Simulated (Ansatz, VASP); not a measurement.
**InSb: VASP beside Ansatz**

```
In Sb
1.0
     6.42795    0.00000    0.00000
    -3.21398    5.56677    0.00000
     0.00000    0.00000    5.32654
In Sb
3 3
Direct
  0.50000 0.00000 0.00000
  0.50000 0.50000 0.00000
  0.00000 0.50000 0.00000
  0.00000 0.00000 0.00000
  0.33333 0.66667 0.50000
  0.66667 0.33333 0.50000
```

Alike in both runs: functional PBE; k mesh 6 × 6 × 8; occupations gaussian, width 0.1 eV; no spin polarisation.

Ansatz relaxed the structure, and its values are those at the end. VASP's run is a single point on that final structure, the one shown.

|  | VASP | Ansatz |
| --- | --- | --- |
| version | VASP 6.6.1 | Ansatz 0.2.0 |
| potentials or method | VASP PAW PBE potentials, release 64 (In_d, Sb), cutoff 520 eV | scalar-relativistic, plane waves, PAW |
| valence electrons in the cell | 54 | 84 |

|  | VASP | Ansatz | Ansatz less VASP |
| --- | --- | --- | --- |
| gap on the k mesh at the Fermi level (eV) | none | none | - |
| pressure (GPa) | -0.1 | 0.0 | +0.05 |

A gap of «none» marks a metal or a gap that the smearing closes. With one functional, cell and mesh, what is left measures potentials, basis and numerics. VASP's potentials hold 54 valence electrons a cell and Ansatz's 84, so a difference there can come from the potentials and not from the codes.

Neither program's run includes spin-orbit coupling.
